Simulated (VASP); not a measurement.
Here is a VASP 6.6.1 calculation.

The input POSCAR:

```
Pd
1.0
    0.0000000000      1.9567730079      1.9567730079
    1.9567730079      0.0000000000      1.9567730079
    1.9567730079      1.9567730079      0.0000000000
Pd
1
Direct
    0.0000000000      0.0000000000      0.0000000000
```

Contents of INCAR.step1:

```
  PREC = Accurate
  ENCUT = 520
  ISMEAR = 0
  SIGMA = 0.01
  LREAL = False
  LASPH = True
  NELM = 150
  ISPIN = 2
  MAGMOM = 0.436
  LMAXMIX = 4
  NBANDS = 15
  GGA = PE
  ALGO = Normal
  EDIFF = 1E-4
  LWAVE = True
  LCHARG = False
```

File INCAR.step2:

```
  PREC = Accurate
  ENCUT = 520
  EDIFF = 1E-6
  ISMEAR = 0
  SIGMA = 0.01
  LREAL = False
  LASPH = True
  NELM = 150
  ALGO = Normal
  ISIF = 2
  LWAVE = False
  LCHARG = False
  ISPIN = 2
  MAGMOM = 0.436
  LORBIT = 11
  LMAXMIX = 4
  METAGGA = R2SCAN
  LMIXTAU = True
  NBANDS = 15
  ISTART = 1
```

KPOINTS

```
Automatic mesh
0
Gamma
  14 14 14
```

Potentials or basis: VASP PAW PBE potentials, release 64 (Pd).

Run with:

```console
$ cat potpaw_PBE.64/Pd/POTCAR > POTCAR
$ cp INCAR.step1 INCAR
$ mpirun -np 1 vasp_std > vasp.out
$ cp INCAR.step2 INCAR
$ mpirun -np 1 vasp_std > vasp.out
```

**Question.** Estimate the site moments.

**Answer.** Pd +0.49 μB.

**Question.** Estimate the pressure.

**Answer.** 0.6 GPa.

**Question.** What does it give for the net moment?

**Answer.** 0.48 μB per cell.

Caveat: the PAW data sets were made with another functional, which shifts forces and pressure a little.
